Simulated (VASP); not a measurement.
A run of VASP 6.6.1 is set up as follows.

Contents of INCAR:

```
  ALGO = Normal
  EDIFF = 1E-6
  ENCUT = 520
  GGA = PE
  ISIF = 2
  ISMEAR = -1
  LASPH = T
  LCHARG = F
  LREAL = F
  LWAVE = F
  NBANDS = 56
  NELM = 100
  PREC = Accurate
  SIGMA = 0.02
```

The input KPOINTS:

```
k-points
0
Gamma
  6 6 6
```

The input POSCAR:

```
Ti3SiO8
1.0
    4.7386743540      0.1358187046      0.0899034159
    0.1375922617      4.6678259257     -0.0102851917
   -0.7227570652     -0.0338580670      5.0151898802
Ti Si O
3 1 8
Direct
    0.2573406675      0.4443044072      0.7125914126
    0.7158303302      0.9634562197      0.7840682877
    0.7266651956      0.5393273760      0.2828622774
    0.2464125911      0.0148722605      0.1717184081
    0.4405635890      0.7465805313      0.9494800680
    0.5951349163      0.3052786292      0.5983845409
    0.5280606723      0.2297347466      0.0877632707
    0.4448887710      0.8124329096      0.4262220645
    0.0880236177      0.2711679646      0.3684865111
    0.9540540196      0.7898000221      0.1218404245
    0.9417713445      0.7029449798      0.6137957473
    0.0612542854      0.1800999534      0.8827869870
```

Potentials or basis: VASP PAW PBE potentials, release 64 (Ti_sv, Si, O).

The run is started by

```sh
$ cat potpaw_PBE.64/Ti_sv/POTCAR potpaw_PBE.64/Si/POTCAR potpaw_PBE.64/O/POTCAR > POTCAR
$ mpirun -np 1 vasp_std > vasp.out
```

**Question.** What does it give for the pressure?

**Answer.** 7.1 GPa.

**Question.** Estimate the band gap on the k mesh.

**Answer.** 2.42 eV (least direct gap 2.43 eV).

**Question.** Predict the largest force.

**Answer.** 0.211 eV/Å.

Stress tensor (GPa, compression positive):
```
 7.33  0.01 -0.05
 0.01  7.22 -0.13
-0.05 -0.13  6.76
```

Caveat: the cell stands under pressure. A k mesh can miss the band edges.
